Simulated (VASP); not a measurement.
# LuMnIn (P-6m2) in VASP: single point with PBE

Aim: the single point of LuMnIn with PBE.

Everything below comes from runs of VASP 6.6.1. Logs are shortened: lines on timing, memory, paths and dates and some standing lists are left out, and cuts for length are marked.

## 1. The cell of the first run

It takes space group P-6m2 (No. 187, hexagonal). The conventional cell has a = 4.860 Å, b = 4.860 Å, c = 3.489 Å, α = 90.00°, β = 90.00°, γ = 120.00°. Lu (site symmetry -6m2) has 6 Mn at 3.30 Å and 6 In at 3.30 Å and 2 Lu at 3.49 Å within 4.3 Å. Within 3.7 Å of Mn (site symmetry -6m2) lie 3 In at 2.81 Å and 6 Lu at 3.30 Å and 2 Mn at 3.49 Å. In (site symmetry -6m2) has 3 Mn at 2.81 Å and 6 Lu at 3.30 Å and 2 In at 3.49 Å within 3.7 Å.

## 2. Single point, PBE, collinear spin, ferromagnetic start

Contents of INCAR:

```
PREC     = Accurate       # precision mode
ENCUT    = 520            # plane-wave cutoff, eV
EDIFF    = 1E-7           # SCF threshold, eV
ISMEAR   = -1             # smearing method
SIGMA    = 0.15           # smearing width, eV
LREAL    = False          # projectors in reciprocal space
LASPH    = True           # aspherical terms in the spheres
NELM     = 150            # most SCF steps
ALGO     = Normal         # electronic algorithm
ISIF     = 2              # what is computed and relaxed
LWAVE    = False          # write WAVECAR
LCHARG   = False          # write CHGCAR
ISPIN    = 2              # spin polarisation
MAGMOM   = 0 2.8 0        # initial moments
LORBIT   = 11             # projections on sites
LMAXMIX  = 4              # l up to which the mixer works
GGA      = PE             # functional
NBANDS   = 36             # bands
```

Contents of KPOINTS:

```
Automatic mesh
0
Gamma
  7 7 9
```

Contents of POSCAR:

```
LuMnIn
1.0
    4.8596422020      0.0000000000      0.0000000000
   -2.4298211010      4.2085733062      0.0000000000
    0.0000000000      0.0000000000      3.4891111865
Lu Mn In
1 1 1
Direct
    0.0000000000      0.0000000000      0.0000000000
    0.3333333333      0.6666666667      0.5000000000
    0.6666666667      0.3333333333      0.5000000000
```

Potentials or basis: VASP PAW PBE potentials, release 64 (Lu, Mn_pv, In_d).

Started as:

```bash
> cat potpaw_PBE.64/Lu/POTCAR potpaw_PBE.64/Mn_pv/POTCAR potpaw_PBE.64/In_d/POTCAR > POTCAR
> mpirun -np 1 vasp_std > vasp.out
```

OUTCAR:

```text
PREC = Accurate
   ENCUT = 520
   EDIFF = 1E-7
   ISMEAR = -1
   LREAL = False
   LASPH = True
   NELM = 150
   ISIF = 2
   ISPIN = 2
   LORBIT = 11
   GGA = PE

 ion  position               nearest neighbor table
   1  0.000  0.000  0.000-   2 3.30   2 3.30   3 3.30   3 3.30   2 3.30   3 3.30   2 3.30   3 3.30
                             3 3.30   3 3.30   2 3.30   2 3.30
   2  0.333  0.667  0.500-   3 2.81   3 2.81   3 2.81   1 3.30   1 3.30   1 3.30   1 3.30   1 3.30
                             1 3.30
   3  0.667  0.333  0.500-   2 2.81   2 2.81   2 2.81   1 3.30   1 3.30   1 3.30   1 3.30   1 3.30
                             1 3.30

  LATTYP: Found a hexagonal cell.
 ALAT       =     4.8596422020
 C/A-ratio  =     0.7179769706

  Lattice vectors:

 A1 = (   4.8596422020,   0.0000000000,   0.0000000000)
 A2 = (  -2.4298211010,   4.2085733062,   0.0000000000)
 A3 = (   0.0000000000,   0.0000000000,   3.4891111865)

Analysis of symmetry for initial positions (statically):
=====================================================================
 Subroutine PRICEL returns:
 Original cell was already a primitive cell.

 Routine SETGRP: Setting up the symmetry group for a
 hexagonal supercell.

 Subroutine GETGRP returns: Found 12 space group operations
 (whereof 12 operations were pure point group operations)
 out of a pool of 24 trial point group operations.

The static configuration has the point symmetry D_3h.

Analysis of symmetry for dynamics (positions and initial velocities):
=====================================================================
 Subroutine PRICEL returns:
 Original cell was already a primitive cell.

 Routine SETGRP: Setting up the symmetry group for a
 hexagonal supercell.

 Subroutine GETGRP returns: Found 12 space group operations
 (whereof 12 operations were pure point group operations)
 out of a pool of 24 trial point group operations.

The dynamic configuration has the point symmetry D_3h.

Analysis of structural, dynamic, and magnetic symmetry:
=====================================================================
 Subroutine PRICEL returns:
 Original cell was already a primitive cell.

 Routine SETGRP: Setting up the symmetry group for a
 hexagonal supercell.

 Subroutine GETGRP returns: Found 12 space group operations
 (whereof 12 operations were pure point group operations)
 out of a pool of 24 trial point group operations.

The overall configuration has the point symmetry D_3h.

 Subroutine INISYM returns: Found 12 space group operations
 (whereof 12 operations are pure point group operations),
 and found     1 'primitive' translations

----------------------------------------------------------------------------------------

                                     Primitive cell

  volume of cell :      71.3599

  direct lattice vectors                    reciprocal lattice vectors
     4.859642202  0.000000000  0.000000000     0.205776466  0.118805107  0.000000000
    -2.429821101  4.208573306  0.000000000     0.000000000  0.237610213  0.000000000
     0.000000000  0.000000000  3.489111187     0.000000000  0.000000000  0.286605942

  length of vectors
     4.859642202  4.859641947  3.489111187     0.237610201  0.237610213  0.286605942

  position of ions in fractional coordinates (direct lattice)
     0.000000000  0.000000000  0.000000000
     0.333333333  0.666666667  0.500000000
     0.666666667  0.333333333  0.500000000

  ion indices of the primitive-cell ions
   primitive index   ion index
                 1           1
                 2           2
                 3           3

----------------------------------------------------------------------------------------

 KPOINTS: Automatic mesh

Automatic generation of k-mesh.
 Grid dimensions read from file:
 generate k-points for:    7    7    9

 Generating k-lattice:

  Cartesian coordinates                     Fractional coordinates (reciprocal lattice)
     0.029396638  0.016972158  0.000000000     0.142857143  0.000000000  0.000000000
     0.000000000  0.033944316  0.000000000     0.000000000  0.142857143  0.000000000
     0.000000000  0.000000000  0.031845105     0.000000000  0.000000000  0.111111111

  Length of vectors
     0.033944314  0.033944316  0.031845105

  Shift w.r.t. Gamma in fractional coordinates (k-lattice)
     0.000000000  0.000000000  0.000000000

 Subroutine IBZKPT returns following result:
 ===========================================

 Found     40 irreducible k-points:

 Following reciprocal coordinates:
            Coordinates               Weight
  0.000000  0.000000  0.000000      1.000000
  0.142857  0.000000  0.000000      6.000000
  0.285714  0.000000  0.000000      6.000000
  0.428571  0.000000  0.000000      6.000000
  0.142857  0.142857  0.000000      6.000000
  0.285714  0.142857  0.000000     12.000000
[... 16 lines left out ...]
  0.428571  0.142857  0.222222     12.000000
  0.285714  0.285714  0.222222     12.000000
 [... further k-points ...]
   k-points           NKPTS =     40   k-points in BZ     NKDIM =     40   number of bands    NBANDS=     36
   number of dos      NEDOS =    301   number of ions     NIONS =      3
   total plane-waves  NPLWV =  36288
   dimension x,y,z NGX =    36 NGY =   36 NGZ =   28
   dimension x,y,z NGXF=    72 NGYF=   72 NGZF=   56
   ions per type =               1   1   1
   NGX,Y,Z   is equivalent  to a cutoff of  12.32, 12.32, 13.34 a.u.
   NGXF,Y,Z  is equivalent  to a cutoff of  24.63, 24.63, 26.68 a.u.
 SYSTEM =  unknown system
   PREC   = accura    normal or accurate (medium, high low for compatibility)
   ISTART =      0    job   : 0-new  1-cont  2-samecut
   ICHARG =      2    charge: 1-file 2-atom 10-const
   ISPIN  =      2    spin polarized calculation?
   LNONCOLLINEAR =      F non collinear calculations
   LSORBIT =      F    spin-orbit coupling
   LASPH  =      T    aspherical Exc in radial PAW
   ENCUT  =  520.0 eV  38.22 Ry    6.18 a.u.   9.04  9.04  6.49*2*pi/ulx,y,z
   NELM   =    150;   NELMIN=  2; NELMDL= -5     # of ELM steps
   EDIFF  = 0.1E-06   stopping-criterion for ELM
   LREAL  =      F    real-space projection
   EDIFFG = 0.1E-05   stopping-criterion for IOM
   NSW    =      0    number of steps for IOM
   IBRION =     -1    ionic relax: 0-MD 1-quasi-New 2-CG
   NFREE  =      0    steps in history (QN), initial steepest desc. (CG)
   ISIF   =      2    stress and relaxation
   ISYM   =      2    0-nonsym 1-usesym 2-fastsym
   POTIM  = 0.5000    time-step for ionic-motion
   TEBEG  =    0.0;   TEEND  =   0.0 temperature during run
   PSTRESS=    0.0 pullay stress
   NELECT =      51.0000    total number of electrons
   NUPDOWN=      -1.0000    fix difference up-down
   EMIN   =  10.00;   EMAX   =-10.00  energy-range for DOS
   EFERMI =   0.00;   METHOD = LEGACY
   ISMEAR =    -1;   SIGMA  =   0.15  broadening in eV -4-tet -1-fermi 0-gaus
   EFERMI_NEDOS =   21; number of points for ismear=-14 and -15
   IALGO  =     38    algorithm
   IMIX   =      4    mixing-type and parameters
     AMIX     =   0.40;   BMIX     =  1.00
     AMIX_MAG =   1.60;   BMIX_MAG =  1.00
  volume/ion in A,a.u.               =      23.79       160.52
  Fermi-wavevector in a.u.,A,eV,Ry     =   1.463683  2.765959 29.148667  2.142367
  Thomas-Fermi vector in A             =   2.579748
   LORBIT       =     11    0 simple, 1 ext, 2 COOP (PROOUT), +10 PAW based schemes
   GGA     = PE    functional components
   LHFCALC =     F    Hartree Fock is set to
   AEXX    =    0.0000 exact exchange contribution
   IVDW    =     0    specifies the selected vdW correction
   LEPSILON=     F    determine dielectric tensor
   LRPA    =     F    only Hartree local field effects (RPA)
 spin polarized calculation
  energy-cutoff  :      520.00
  volume of cell :       71.36
 maximum number of plane-waves:      1938
   NGX = 19   NGY = 19   NGZ = 13

 number of electron      51.0000022 magnetization       3.6468292

 Free energy of the ion-electron system (eV)
  ---------------------------------------------------
  ext. energy  EPLUGINS =         0.00000000
  ---------------------------------------------------
  free energy    TOTEN  =       -16.27013074 eV

  energy without entropy =      -16.07220692  energy(sigma->0) =      -16.17116883

 E-fermi :   5.1312     XC(G=0): -10.7381

 val. band max:        5.1281714722   @ k =   0.4286   0.0000   0.0000
 cond. band min:       5.1429385195   @ k =   0.1429   0.0000   0.2222
 fundamental gap:      0.0147670473
 Fermi energy:         5.1312496960

 spin component 1

 k-point     1 :       0.0000    0.0000    0.0000
  band No.  band energies     occupation
      1     -51.4079      1.00000
      2     -44.8653      1.00000
      3     -44.8653      1.00000
      4     -44.8030      1.00000
      5     -22.0593      1.00000
      6     -22.0593      1.00000
[... 28 lines left out ...]
     35      11.5882      0.00000
     36      12.2340      0.00000
[... 866 lines left out ...]
      6     -22.0539      1.00000
[... 28 lines left out ...]
     35      12.3167      0.00000
     36      13.3380      0.00000

 [... further k-points ...]

 spin component 2

 k-point     1 :       0.0000    0.0000    0.0000
  band No.  band energies     occupation
      1     -51.4509      1.00000
      2     -40.9907      1.00000
      3     -40.9907      1.00000
      4     -40.8868      1.00000
      5     -22.1218      1.00000
      6     -22.1218      1.00000
[... 28 lines left out ...]
     35      11.8981      0.00000
     36      12.4865      0.00000
[... 866 lines left out ...]
      6     -22.1163      1.00000
[... 28 lines left out ...]
     35      12.8800      0.00000
     36      13.6444      0.00000

 [... further k-points ...]

------------------------ aborting loop because EDIFF is reached ----------------------------------------

  FORCE on cell =-STRESS in cart. coord.  units (eV):
  Direction    XX          YY          ZZ          XY          YZ          ZX
  --------------------------------------------------------------------------------------
  -------------------------------------------------------------------------------------
  Total       -2.0339377     -2.0339374     -1.5444450      0.0000000      0.0000000      0.0000000
  in kB      -45.6661328    -45.6661264    -34.6760029      0.0000000      0.0000000      0.0000000
  external PRESSURE =     -42.0027541 kB  Pullay stress =       0.0000000 kB

 VOLUME and BASIS-vectors are now :
 -----------------------------------------------------------------------------
  energy-cutoff  :      520.00
  volume of cell :       71.36
      direct lattice vectors                 reciprocal lattice vectors
     4.859642202  0.000000000  0.000000000     0.205776466  0.118805107  0.000000000
    -2.429821101  4.208573306  0.000000000     0.000000000  0.237610213  0.000000000
     0.000000000  0.000000000  3.489111187     0.000000000  0.000000000  0.286605942

 POSITION                                       TOTAL-FORCE (eV/Angst)
 -----------------------------------------------------------------------------------
      0.00000      0.00000      0.00000        -0.000000      0.000000      0.000000
     -0.00000      2.80572      1.74456         0.000000     -0.000000      0.000000
      2.42982      1.40286      1.74456        -0.000000     -0.000000      0.000000
 -----------------------------------------------------------------------------------
    total drift:                               -0.000001      0.000001     -0.000000

  FREE ENERGIE OF THE ION-ELECTRON SYSTEM (eV)
  ---------------------------------------------------
  free  energy   TOTEN  =       -16.2701307436 eV

  energy  without entropy=      -16.0722069165  energy(sigma->0) =      -16.17116883

 total charge

# of ion       s       p       d       f       tot
--------------------------------------------------
    1        2.262   6.053   0.725  13.967  23.007
    2        0.302   6.183   4.920   0.000  11.405
    3        0.889   0.791   9.833   0.000  11.513
--------------------------------------------------
tot          3.453  13.028  15.477  13.967  45.925

 magnetization (x)

# of ion       s       p       d       f       tot
--------------------------------------------------
    1       -0.024  -0.007  -0.103   0.004  -0.131
    2        0.041   0.033   3.640   0.000   3.714
    3       -0.009  -0.027   0.004   0.000  -0.033
--------------------------------------------------
tot          0.007  -0.001   3.540   0.004   3.550
```

Run time: 6.7 min. Hardware: 1 thread of Intel Xeon Platinum 8375C at 2.90GHz (Ice Lake), shared host; peak memory 0.34 GiB.

Results:

* Free energy: -16.2701 eV
* Pressure: -4.2 GPa
* Net moment: 3.65 μB per cell
* Site moments: Lu -0.13; Mn +3.71; In -0.03 μB
* Valence electrons inside the program's atomic spheres: Lu 23.01; Mn 11.40; In 11.51

Stress tensor (GPa, compression positive):
```
-4.57  0.00  0.00
 0.00 -4.57  0.00
 0.00  0.00 -3.47
```

Levels at points of the mesh, in eV from the Fermi level:
Spin up:
| k point | band 25 | band 26 | band 27 | band 28 | band 29 | band 30 |
| --- | --- | --- | --- | --- | --- | --- |
| (0.00, 0.00, 0.00) | -2.28 | -0.53 | -0.53 | 0.21 | 1.97 | 3.51 |
Spin down:
```tsv
k point	band 22	band 23	band 24	band 25	band 26	band 27
(0.00, 0.00, 0.00)	-1.49	-0.81	0.24	0.70	0.70	1.14
```

Caveat: the cell stands under tension; spin-orbit coupling is left out, which moves the levels of the heavy elements.
